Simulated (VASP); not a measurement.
# GaN (F-43m) in VASP: a series of runs

GaN is run at these levels: r2SCAN; tasks: single point.

Program: VASP 6.6.1. These are calculated values, not measurements. Logs are shortened: lines on timing, memory, paths and dates and some standing lists are left out, and cuts for length are marked.

**1. The cell of the first run**

The structure is cubic, space group F-43m (No. 216). The conventional cell has a = 4.483 Å, b = 4.483 Å, c = 4.483 Å, α = 90.00°, β = 90.00°, γ = 90.00°. Ga (site symmetry -43m) has 4 N at 1.94 Å within 2.6 Å. Within 2.6 Å of N (site symmetry -43m) lie 4 Ga at 1.94 Å.

**2. Single point, r2SCAN**

POSCAR

```
GaN
1.0
    2.2414625340      2.2414625340      0.0000000000
   -2.2414625340      2.2414625340      0.0000000000
    0.0000000000      2.2414625340      2.2414625340
Ga N
1 1
Direct
    0.0000000000      0.0000000000      0.0000000000
    0.2500000000      0.7500000000      0.5000000000
```

INCAR.step1

```
SYSTEM = GaN
ALGO = Normal ; EDIFF = 1E-4
ENCUT = 520 ; GGA = PE
ISMEAR = 0 ; LASPH = .TRUE.
LCHARG = .FALSE. ; LREAL = .FALSE.
LWAVE = .TRUE. ; NBANDS = 16
NELM = 60 ; PREC = Accurate
SIGMA = 0.01
```

INCAR.step2

```
SYSTEM = GaN
ALGO = Normal ; EDIFF = 1E-6
ENCUT = 520 ; ISIF = 2
ISMEAR = 0 ; ISTART = 1
LASPH = .TRUE. ; LCHARG = .FALSE.
LMIXTAU = .TRUE. ; LREAL = .FALSE.
LWAVE = .FALSE. ; METAGGA = R2SCAN
NBANDS = 16 ; NELM = 60
PREC = Accurate ; SIGMA = 0.01
```

KPOINTS

```
k-points
0
G
  10 10 10
  0 0 0
```

Potentials or basis: VASP PAW PBE potentials, release 64 (Ga_d, N).

On the command line:

```bash
> cat potpaw_PBE.64/Ga_d/POTCAR potpaw_PBE.64/N/POTCAR > POTCAR
> cp INCAR.step1 INCAR
> mpirun -np 1 vasp_std > vasp.out
> cp INCAR.step2 INCAR
> mpirun -np 1 vasp_std > vasp.out
```

OUTCAR:

```text
SYSTEM = GaN
   EDIFF = 1E-6
   ENCUT = 520
   ISIF = 2
   ISMEAR = 0
   ISTART = 1
   LASPH = .TRUE.
   LREAL = .FALSE.
   METAGGA = R2SCAN
   NELM = 60
   PREC = Accurate

 ion  position               nearest neighbor table
   1  0.000  0.000  0.000-   2 1.94   2 1.94   2 1.94   2 1.94
   2  0.250  0.750  0.500-   1 1.94   1 1.94   1 1.94   1 1.94

  LATTYP: Found a face centered cubic cell.
 ALAT       =     4.4829250680

  Lattice vectors:

 A1 = (   0.0000000000,   2.2414625340,   2.2414625340)
 A2 = (   2.2414625340,   0.0000000000,   2.2414625340)
 A3 = (   2.2414625340,   2.2414625340,   0.0000000000)

Analysis of symmetry for initial positions (statically):
=====================================================================
 Subroutine PRICEL returns:
 Original cell was already a primitive cell.

 Routine SETGRP: Setting up the symmetry group for a
 face centered cubic supercell.

 Subroutine GETGRP returns: Found 24 space group operations
 (whereof 24 operations were pure point group operations)
 out of a pool of 48 trial point group operations.

The static configuration has the point symmetry T_d .

Analysis of symmetry for dynamics (positions and initial velocities):
=====================================================================
 Subroutine PRICEL returns:
 Original cell was already a primitive cell.

 Routine SETGRP: Setting up the symmetry group for a
 face centered cubic supercell.

 Subroutine GETGRP returns: Found 24 space group operations
 (whereof 24 operations were pure point group operations)
 out of a pool of 48 trial point group operations.

The dynamic configuration has the point symmetry T_d .

 Subroutine INISYM returns: Found 24 space group operations
 (whereof 24 operations are pure point group operations),
 and found     1 'primitive' translations

----------------------------------------------------------------------------------------

                                     Primitive cell

  volume of cell :      22.5229

  direct lattice vectors                    reciprocal lattice vectors
     2.241462534  2.241462534  0.000000000     0.223068640  0.223068640 -0.223068640
    -2.241462534  2.241462534  0.000000000    -0.223068640  0.223068640 -0.223068640
     0.000000000  2.241462534  2.241462534     0.000000000  0.000000000  0.446137281

  length of vectors
     3.169906715  3.169906715  3.169906715     0.386366219  0.386366219  0.446137281
[... 80 lines left out ...]
   NELM   =     60;   NELMIN=  2; NELMDL=  0     # of ELM steps
   EDIFF  = 0.1E-05   stopping-criterion for ELM
   LREAL  =      F    real-space projection
   EDIFFG = 0.1E-04   stopping-criterion for IOM
   NSW    =      0    number of steps for IOM
   IBRION =     -1    ionic relax: 0-MD 1-quasi-New 2-CG
   NFREE  =      0    steps in history (QN), initial steepest desc. (CG)
   ISIF   =      2    stress and relaxation
   ISYM   =      2    0-nonsym 1-usesym 2-fastsym
   POTIM  = 0.5000    time-step for ionic-motion
   TEBEG  =    0.0;   TEEND  =   0.0 temperature during run
   PSTRESS=    0.0 pullay stress
   NELECT =      18.0000    total number of electrons
   NUPDOWN=      -1.0000    fix difference up-down
   EMIN   =  10.00;   EMAX   =-10.00  energy-range for DOS
   EFERMI =   0.00;   METHOD = LEGACY
   ISMEAR =     0;   SIGMA  =   0.01  broadening in eV -4-tet -1-fermi 0-gaus
   EFERMI_NEDOS =   21; number of points for ismear=-14 and -15
   IALGO  =     38    algorithm
   IMIX   =      4    mixing-type and parameters
     AMIX     =   0.40;   BMIX     =  1.00
     AMIX_MAG =   1.60;   BMIX_MAG =  1.00
  volume/ion in A,a.u.               =      11.26        76.00
  Fermi-wavevector in a.u.,A,eV,Ry     =   1.519232  2.870933 31.403155  2.308067
  Thomas-Fermi vector in A             =   2.628246
   LORBIT       =      0    0 simple, 1 ext, 2 COOP (PROOUT), +10 PAW based schemes
   METAGGA = R2SCAN    functional components
   LHFCALC =     F    Hartree Fock is set to
   AEXX    =    0.0000 exact exchange contribution
   IVDW    =     0    specifies the selected vdW correction
   LEPSILON=     F    determine dielectric tensor
   LRPA    =     F    only Hartree local field effects (RPA)
 non-spin polarized calculation
 Gauss-broadening in eV      SIGMA  =   0.01
  energy-cutoff  :      520.00
  volume of cell :       22.52
 maximum number of plane-waves:       620
   NGX = 11   NGY = 11   NGZ = 11

 number of electron      18.0000014 magnetization

 Free energy of the ion-electron system (eV)
  ---------------------------------------------------
  ext. energy  EPLUGINS =         0.00000000
  ---------------------------------------------------
  free energy    TOTEN  =       -21.89319636 eV

  energy without entropy =      -21.89319636  energy(sigma->0) =      -21.89319636

 E-fermi :   5.3441     XC(G=0): -12.7298

 val. band max:        5.1925869617   @ k =   0.0000   0.0000   0.0000
 cond. band min:       7.4190741794   @ k =   0.0000   0.0000   0.0000
 fundamental gap:      2.2264872177
 Fermi energy:         5.3441258262

 k-point     1 :       0.0000    0.0000    0.0000
  band No.  band energies     occupation
      1     -11.6779      2.00000
      2      -8.6512      2.00000
      3      -8.6512      2.00000
      4      -8.6512      2.00000
      5      -8.2827      2.00000
      6      -8.2827      2.00000
[... 433 lines left out ...]
      3      -8.4026      2.00000
      4      -8.3434      2.00000
      5      -8.2488      2.00000
      6      -6.6773      2.00000
[... 8 lines left out ...]
     15      26.0604      0.00000
     16      29.2136      0.00000

 [... further k-points ...]

------------------------ aborting loop because EDIFF is reached ----------------------------------------

  FORCE on cell =-STRESS in cart. coord.  units (eV):
  Direction    XX          YY          ZZ          XY          YZ          ZX
  --------------------------------------------------------------------------------------
  -------------------------------------------------------------------------------------
  Total        0.4430016      0.4430016      0.4430016      0.0000000      0.0000000     -0.0000000
  in kB       31.5131247     31.5131247     31.5131247      0.0000000      0.0000000     -0.0000000
  external PRESSURE =      31.5131247 kB  Pullay stress =       0.0000000 kB

 VOLUME and BASIS-vectors are now :
 -----------------------------------------------------------------------------
  energy-cutoff  :      520.00
  volume of cell :       22.52
      direct lattice vectors                 reciprocal lattice vectors
     2.241462534  2.241462534  0.000000000     0.223068640  0.223068640 -0.223068640
    -2.241462534  2.241462534  0.000000000    -0.223068640  0.223068640 -0.223068640
     0.000000000  2.241462534  2.241462534     0.000000000  0.000000000  0.446137281

 POSITION                                       TOTAL-FORCE (eV/Angst)
 -----------------------------------------------------------------------------------
      0.00000      0.00000      0.00000        -0.000000      0.000000     -0.000000
     -1.12073      3.36219      1.12073         0.000000     -0.000000      0.000000
 -----------------------------------------------------------------------------------
    total drift:                                0.000034      0.000000      0.000000

  FREE ENERGIE OF THE ION-ELECTRON SYSTEM (eV)
  ---------------------------------------------------
  free  energy   TOTEN  =       -21.8931963559 eV

  energy  without entropy=      -21.8931963559  energy(sigma->0) =      -21.89319636
```

OUTCAR.step1:

```text
SYSTEM = GaN
   EDIFF = 1E-4
   ENCUT = 520
   GGA = PE
   ISMEAR = 0
   LASPH = .TRUE.
   LREAL = .FALSE.
[... 676 lines left out ...]
      0.00000      0.00000      0.00000         0.000000      0.000000      0.000000
     -1.12073      3.36219      1.12073        -0.000000     -0.000000     -0.000000
 -----------------------------------------------------------------------------------
    total drift:                                0.000003      0.000000     -0.000000

  FREE ENERGIE OF THE ION-ELECTRON SYSTEM (eV)
  ---------------------------------------------------
  free  energy   TOTEN  =       -12.1278523073 eV

  energy  without entropy=      -12.1278523073  energy(sigma->0) =      -12.12785231
```

It took 24 s on 1 thread of Intel Xeon 6975P-C (Granite Rapids), shared host; peak memory 0.15 GiB.

What came out:

```
Free energy            : -21.8932 eV
Pressure               : 3.2 GPa
Band gap on the k mesh : 2.23 eV
```

Caveat: the cell stands under pressure; the PAW data sets were made with another functional, which shifts forces and pressure a little.

**3. Single point, r2SCAN**

POSCAR is that of step 2.

INCAR.step1

```
  PREC = Accurate
  ENCUT = 520
  ISMEAR = 0
  SIGMA = 0.01
  LREAL = False
  LASPH = True
  NELM = 60
  NBANDS = 16
  GGA = PE
  ALGO = Normal
  EDIFF = 1E-4
  LWAVE = True
  LCHARG = False
```

INCAR.step2

```
  PREC = Accurate
  ENCUT = 520
  EDIFF = 1E-6
  ISMEAR = 0
  SIGMA = 0.01
  LREAL = False
  LASPH = True
  NELM = 60
  ALGO = Normal
  ISIF = 2
  LWAVE = False
  LCHARG = False
  METAGGA = R2SCAN
  LMIXTAU = True
  NBANDS = 16
  ISTART = 1
```

KPOINTS

```
Automatic mesh
0
Gamma
  10 10 10
```

Potentials or basis: VASP PAW PBE potentials, release 64 (Ga_d, N).

On the command line:

```bash
> cat potpaw_PBE.64/Ga_d/POTCAR potpaw_PBE.64/N/POTCAR > POTCAR
> cp INCAR.step1 INCAR
> mpirun -np 1 vasp_std > vasp.out
> cp INCAR.step2 INCAR
> mpirun -np 1 vasp_std > vasp.out
```

Run time: 24 s. Hardware: 1 thread of Intel Xeon 6975P-C (Granite Rapids), shared host; peak memory 0.15 GiB.

It converged, with:

| Property | Result |
| --- | --- |
| Free energy | -21.8932 eV |
| Pressure | 3.2 GPa |
| Band gap on the k mesh | 2.23 eV |

Levels at points of the mesh, in eV from the valence-band top:
```
           k point  band 7  band 8  band 9  band 10  band 11  band 12
(0.00, 0.00, 0.00)    0.00    0.00    0.00     2.23    11.11    11.11
(0.50, 0.00, 0.00)   -7.26   -1.02   -1.02     5.28     9.53    11.09
(0.50, 0.50, 0.00)   -6.29   -2.84   -2.84     3.77     7.34    12.71
```

Caveat: the cell stands under pressure; the PAW data sets were made with another functional, which shifts forces and pressure a little.

(Continued in part 2 of 2.)
